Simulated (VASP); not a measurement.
The system is Sb.

```xyz
1
Lattice="-1.7228 1.7228 2.6209 1.7228 -1.7228 2.6209 1.7228 1.7228 -2.6209" Properties=species:S:1:pos:R:3 pbc="T T T"
Sb    0.0000    0.0000    0.0000
```

* Program: VASP 6.6.1
* Task: relaxation of cell and atoms
* Functional: PBE
* Potentials or basis: VASP PAW PBE potentials, release 64 (Sb_d_GW)
* Cutoff: 500 eV
* k mesh: 8 × 8 × 8
* Occupations: gaussian, width 0.1 eV
* Spin: no spin polarisation

At the start: pressure -5.6 GPa; volume 31.12 Å³/atom.

Question: Where does the relaxation end?

Answer: Over 26 steps the energy falls by 87.8 meV/atom and the volume is 28.20 Å³/atom (-9.4 %); space group I4/mmm (No. 139, to 0.1 Å) before and after.

Step by step:
```csv
step,energy change (eV),largest force (eV/Å),pressure (GPa),volume (Å³)
1,0.0000,0.0000,-5.65,31.12
2,-0.0603,0.0000,2.80,26.43
3,-0.0698,0.0000,0.07,27.56
4,-0.0698,0.0000,-0.19,27.63
5,-0.0699,0.0000,-0.14,27.63
6,-0.0702,0.0000,-0.15,27.62
7,-0.0716,0.0000,-0.20,27.59
8,-0.0765,0.0000,0.05,27.53
9,-0.0799,0.0000,0.77,27.35
10,-0.0512,0.0000,4.20,26.77
11,-0.0808,0.0000,1.13,27.30
12,-0.0809,0.0000,1.36,27.26
13,-0.0809,0.0000,1.32,27.27
14,-0.0812,0.0000,1.30,27.30
15,-0.0816,0.0000,1.22,27.35
16,-0.0825,0.0000,1.12,27.46
17,-0.0859,0.0000,1.07,27.66
18,-0.0772,0.0000,0.97,28.04
19,-0.0862,0.0000,1.03,27.73
20,-0.0868,0.0000,0.82,27.81
21,-0.0874,0.0000,0.22,28.04
22,-0.0874,0.0000,0.30,28.02
23,-0.0875,0.0000,0.24,28.06
24,-0.0877,0.0000,0.11,28.13
25,-0.0877,0.0000,-0.12,28.28
26,-0.0878,0.0000,0.03,28.20
```

Final structure:
```xyz
1
Lattice="-1.5565 1.5565 2.9099 1.5565 -1.5565 2.9099 1.5565 1.5565 -2.9099" Properties=species:S:1:pos:R:3 pbc="T T T"
Sb    0.0000    0.0000    0.0000
```
